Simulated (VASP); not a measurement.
# TiAl3 (I4/mmm) in VASP: a series of runs, part 2 of 2

VASP 6.6.1. Earlier steps stand in the parts before.

## (4) Single point, r2SCAN (strain along c alone, the other axes held: -2.0 %)

POSCAR reads:

```
TiAl3
1.0
    3.8240007107      0.0000000000      0.0000000000
    0.0000000000      3.8240007107      0.0000000000
    0.0000000000      0.0000000000      8.3925534739
Ti Al
2 6
Direct
    0.0000000000      0.0000000000      0.0000000000
    0.5000000000      0.5000000000      0.5000000000
    0.5000000000      0.5000000000      0.0000000000
    0.0000000000      0.5000000000      0.2500000000
    0.5000000000      0.0000000000      0.2500000000
    0.0000000000      0.0000000000      0.5000000000
    0.5000000000      0.0000000000      0.7500000000
    0.0000000000      0.5000000000      0.7500000000
```

INCAR.step1 reads:

```
PREC = Accurate
ENCUT = 520
ISMEAR = 0
SIGMA = 0.1
LREAL = False
LASPH = True
NELM = 80
NBANDS = 31
GGA = PE
ALGO = Normal
EDIFF = 1E-4
LWAVE = True
LCHARG = False
```

INCAR.step2 reads:

```
PREC = Accurate
ENCUT = 520
EDIFF = 1E-6
ISMEAR = 0
SIGMA = 0.1
LREAL = False
LASPH = True
NELM = 80
ALGO = Normal
ISIF = 2
LWAVE = False
LCHARG = False
METAGGA = R2SCAN
LMIXTAU = True
NBANDS = 31
ISTART = 1
```

KPOINTS reads:

```
regular mesh
0
Gamma
  10 10 4
```

Potentials or basis: VASP PAW PBE potentials, release 64 (Ti_sv, Al).

Started as:

```bash
> cat potpaw_PBE.64/Ti_sv/POTCAR potpaw_PBE.64/Al/POTCAR > POTCAR
> cp INCAR.step1 INCAR
> mpirun -np 1 vasp_std > vasp.out
> cp INCAR.step2 INCAR
> mpirun -np 1 vasp_std > vasp.out
```

OUTCAR:

```text
PREC = Accurate
   ENCUT = 520
   EDIFF = 1E-6
   ISMEAR = 0
   LREAL = False
   LASPH = True
   NELM = 80
   ISIF = 2
   METAGGA = R2SCAN
   ISTART = 1

 ion  position               nearest neighbor table
   1  0.000  0.000  0.000-   3 2.70   3 2.70   3 2.70   3 2.70   8 2.84   4 2.84   4 2.84   8 2.84
                             5 2.84   5 2.84   7 2.84   7 2.84
   2  0.500  0.500  0.500-   6 2.70   6 2.70   6 2.70   6 2.70   8 2.84   5 2.84   5 2.84   7 2.84
                             4 2.84   4 2.84   8 2.84   7 2.84
   3  0.500  0.500  0.000-   1 2.70   1 2.70   1 2.70   1 2.70   8 2.84   4 2.84   5 2.84   7 2.84
                             5 2.84   4 2.84   8 2.84   7 2.84
   4  0.000  0.500  0.250-   5 2.70   5 2.70   5 2.70   5 2.70   6 2.84   1 2.84   2 2.84   6 2.84
                             2 2.84   3 2.84   3 2.84   1 2.84
   5  0.500  0.000  0.250-   4 2.70   4 2.70   4 2.70   4 2.70   6 2.84   2 2.84   3 2.84   2 2.84
                             1 2.84   3 2.84   6 2.84   1 2.84
   6  0.000  0.000  0.500-   2 2.70   2 2.70   2 2.70   2 2.70   8 2.84   4 2.84   4 2.84   8 2.84
                             5 2.84   5 2.84   7 2.84   7 2.84
   7  0.500  0.000  0.750-   8 2.70   8 2.70   8 2.70   8 2.70   1 2.84   2 2.84   3 2.84   2 2.84
                             1 2.84   6 2.84   3 2.84   6 2.84
   8  0.000  0.500  0.750-   7 2.70   7 2.70   7 2.70   7 2.70   1 2.84   1 2.84   6 2.84   2 2.84
                             2 2.84   3 2.84   3 2.84   6 2.84

  LATTYP: Found a simple tetragonal cell.
 ALAT       =     3.8240007107
 C/A-ratio  =     2.1947049985

  Lattice vectors:

 A1 = (   3.8240007107,   0.0000000000,   0.0000000000)
 A2 = (   0.0000000000,   3.8240007107,   0.0000000000)
 A3 = (   0.0000000000,   0.0000000000,   8.3925534739)

Analysis of symmetry for initial positions (statically):
=====================================================================
 Subroutine PRICEL returns following result:

[... 172 lines left out ...]
   LORBIT       =      0    0 simple, 1 ext, 2 COOP (PROOUT), +10 PAW based schemes
   METAGGA = R2SCAN    functional components
   LHFCALC =     F    Hartree Fock is set to
   AEXX    =    0.0000 exact exchange contribution
   IVDW    =     0    specifies the selected vdW correction
   LEPSILON=     F    determine dielectric tensor
   LRPA    =     F    only Hartree local field effects (RPA)
 non-spin polarized calculation
 Gauss-broadening in eV      SIGMA  =   0.10
  energy-cutoff  :      520.00
  volume of cell :      122.72
 maximum number of plane-waves:      3340
   NGX = 15   NGY = 15   NGZ = 31

 number of electron      42.0000006 magnetization

 Free energy of the ion-electron system (eV)
  ---------------------------------------------------
  ext. energy  EPLUGINS =         0.00000000
  ---------------------------------------------------
  free energy    TOTEN  =       -69.78175196 eV

  energy without entropy =      -69.76383940  energy(sigma->0) =      -69.77279568

 E-fermi :   8.5494     XC(G=0): -11.6386

 val. band max:        8.5450112184   @ k =   0.2000   0.0000   0.2500
 cond. band min:       8.5851975502   @ k =   0.2000   0.2000   0.0000
 fundamental gap:      0.0401863317
 Fermi energy:         8.5494087100

 k-point     1 :       0.0000    0.0000    0.0000
  band No.  band energies     occupation
      1     -50.1942      2.00000
      2     -50.1941      2.00000
      3     -25.4772      2.00000
      4     -25.4772      2.00000
      5     -25.4768      2.00000
      6     -25.4768      2.00000
[... 805 lines left out ...]
     30      12.7511      0.00000
     31      13.1425      0.00000

 [... further k-points ...]

------------------------ aborting loop because EDIFF is reached ----------------------------------------

  FORCE on cell =-STRESS in cart. coord.  units (eV):
  Direction    XX          YY          ZZ          XY          YZ          ZX
  --------------------------------------------------------------------------------------
  -------------------------------------------------------------------------------------
  Total        0.7232087      0.7232087      3.8696410      0.0000000      0.0000000     -0.0000000
  in kB        9.4415691      9.4415691     50.5185892      0.0000000      0.0000000     -0.0000000
  external PRESSURE =      23.1339091 kB  Pullay stress =       0.0000000 kB

 VOLUME and BASIS-vectors are now :
 -----------------------------------------------------------------------------
  energy-cutoff  :      520.00
  volume of cell :      122.72
      direct lattice vectors                 reciprocal lattice vectors
     3.824000711  0.000000000  0.000000000     0.261506228  0.000000000  0.000000000
     0.000000000  3.824000711  0.000000000     0.000000000  0.261506228  0.000000000
     0.000000000  0.000000000  8.392553474     0.000000000  0.000000000  0.119153247

 POSITION                                       TOTAL-FORCE (eV/Angst)
 -----------------------------------------------------------------------------------
      0.00000      0.00000      0.00000        -0.000000      0.000000      0.000000
      1.91200      1.91200      4.19628         0.000000     -0.000000     -0.000000
      1.91200      1.91200      0.00000        -0.000000      0.000000     -0.000000
      0.00000      1.91200      2.09814        -0.000000      0.000000      0.000000
      1.91200      0.00000      2.09814        -0.000000      0.000000      0.000000
      0.00000      0.00000      4.19628        -0.000000      0.000000     -0.000000
      1.91200      0.00000      6.29442        -0.000000      0.000000      0.000000
      0.00000      1.91200      6.29442        -0.000000      0.000000     -0.000000
 -----------------------------------------------------------------------------------
    total drift:                                0.000000      0.000000      0.000000

  FREE ENERGIE OF THE ION-ELECTRON SYSTEM (eV)
  ---------------------------------------------------
  free  energy   TOTEN  =       -69.7817519590 eV

  energy  without entropy=      -69.7638393991  energy(sigma->0) =      -69.77279568
```

It took 7.9 min on 1 thread of AMD EPYC 9R45 (Zen 5), shared host; peak memory 0.32 GiB.

Results:

```
Free energy            : -69.7818 eV
Pressure               : 2.3 GPa
Band gap on the k mesh : zero (bands 21 and 22 overlap by 2.27 eV)
```

Stress tensor (GPa, compression positive):
```
0.94 0.00 0.00
0.00 0.94 0.00
0.00 0.00 5.05
```

Caveat: the cell differs from its parent crystal (strain along c alone, the other axes held: -2.0 %); the PAW data sets were made with another functional, which shifts forces and pressure a little.

## (5) Single point, r2SCAN (strain along c alone, the other axes held: +3.0 %)

Changes to POSCAR since step 4:

```diff
@@ -4,3 +4,3 @@
     0.0000000000      3.8240007107      0.0000000000
-    0.0000000000      0.0000000000      8.3925534739
+    0.0000000000      0.0000000000      8.8207449777
 Ti Al
```

INCAR.step1 reads:

```
SYSTEM = TiAl3
ALGO     = Normal         ! electronic algorithm
EDIFF    = 1E-4           ! SCF threshold, eV
ENCUT    = 520            ! plane-wave cutoff, eV
GGA      = PE             ! functional
ISMEAR   = 0              ! smearing method
LASPH    = .TRUE.         ! aspherical terms in the spheres
LCHARG   = .FALSE.        ! write CHGCAR
LREAL    = .FALSE.        ! projectors in reciprocal space
LWAVE    = .TRUE.         ! write WAVECAR
NBANDS   = 31             ! bands
NELM     = 60             ! most SCF steps
PREC     = Accurate       ! precision mode
SIGMA    = 0.1            ! smearing width, eV
```

INCAR.step2 reads:

```
SYSTEM = TiAl3
ALGO     = Normal         ! electronic algorithm
EDIFF    = 1E-6           ! SCF threshold, eV
ENCUT    = 520            ! plane-wave cutoff, eV
ISIF     = 2              ! what is computed and relaxed
ISMEAR   = 0              ! smearing method
ISTART   = 1            
LASPH    = .TRUE.         ! aspherical terms in the spheres
LCHARG   = .FALSE.        ! write CHGCAR
LMIXTAU  = .TRUE.       
LREAL    = .FALSE.        ! projectors in reciprocal space
LWAVE    = .FALSE.        ! write WAVECAR
METAGGA  = R2SCAN         ! meta-GGA
NBANDS   = 31             ! bands
NELM     = 60             ! most SCF steps
PREC     = Accurate       ! precision mode
SIGMA    = 0.1            ! smearing width, eV
```

KPOINTS reads:

```
k-points
0
G
  10 10 4
  0 0 0
```

Started as:

```bash
> cat potpaw_PBE.64/Ti_sv/POTCAR potpaw_PBE.64/Al/POTCAR > POTCAR
> cp INCAR.step1 INCAR
> mpirun -np 1 vasp_std > vasp.out
> cp INCAR.step2 INCAR
> mpirun -np 1 vasp_std > vasp.out
```

Run time: 13 min. Hardware: 1 thread of Intel Xeon 8259CL, shared host; peak memory 0.37 GiB.

Results (log left out):

```yaml
Free_energy: -69.7392 eV
Pressure: -3.1 GPa
Band_gap_on_the_k_mesh: zero (bands 21 and 22 overlap by 2.36 eV)
```

Stress tensor (GPa, compression positive):
```
-1.32  0.00  0.00
 0.00 -1.32  0.00
 0.00  0.00 -6.68
```

Levels at points of the mesh, in eV from the Fermi level:
| k point | band 19 | band 20 | band 21 | band 22 | band 23 | band 24 |
| --- | --- | --- | --- | --- | --- | --- |
| (0.00, 0.00, 0.00) | -0.90 | -0.28 | 0.80 | 0.80 | 0.86 | 0.96 |
| (0.50, 0.00, 0.00) | -1.01 | -1.01 | 0.38 | 0.38 | 2.05 | 2.05 |
| (0.50, 0.50, 0.00) | -2.41 | -2.41 | -1.09 | -1.09 | 1.92 | 1.92 |
| (0.00, 0.00, 0.50) | -0.45 | -0.45 | 0.91 | 0.91 | 1.27 | 1.27 |
| (0.50, 0.00, 0.50) | -0.34 | -0.34 | 0.61 | 0.61 | 2.05 | 2.05 |
| (0.50, 0.50, 0.50) | -1.99 | -1.99 | -1.45 | -1.45 | 0.77 | 0.77 |

Caveat: the cell differs from its parent crystal (strain along c alone, the other axes held: +3.0 %); the stress differs along the axes, from -7 to -1 GPa; the PAW data sets were made with another functional, which shifts forces and pressure a little.

## (6) Summary

| cell | gap on the mesh (eV) | pressure (GPa) |
| --- | --- | --- |
| a = 3.939, b = 3.939, c = 8.450 Å, 8 atoms | none | -4.9 |
| a = 3.824, b = 3.824, c = 8.307 Å, 8 atoms | none | 3.6 |
| a = 3.824, b = 3.824, c = 8.393 Å, 8 atoms | none | 2.3 |
| a = 3.824, b = 3.824, c = 8.821 Å, 8 atoms | none | -3.1 |

Alike in all rows: task single point; level r2SCAN; potentials or basis VASP PAW PBE potentials, release 64 (Ti_sv, Al); no spin polarisation; k mesh 10 × 10 × 4; cutoff (eV) 520; smearing gaussian 0.1 eV.

Caveats: the PAW data sets were made with another functional, which shifts forces and pressure a little; the stress differs along the axes, from -7 to -0 GPa (at least some runs); the stress differs along the axes, from 2 to 8 GPa (at least some runs); the stress differs along the axes, from -7 to -1 GPa (at least some runs).

Absolute energies hang on the potentials; compare differences alone.

The gap in the log of VASP goes by the Fermi energy; the results here count the filled bands.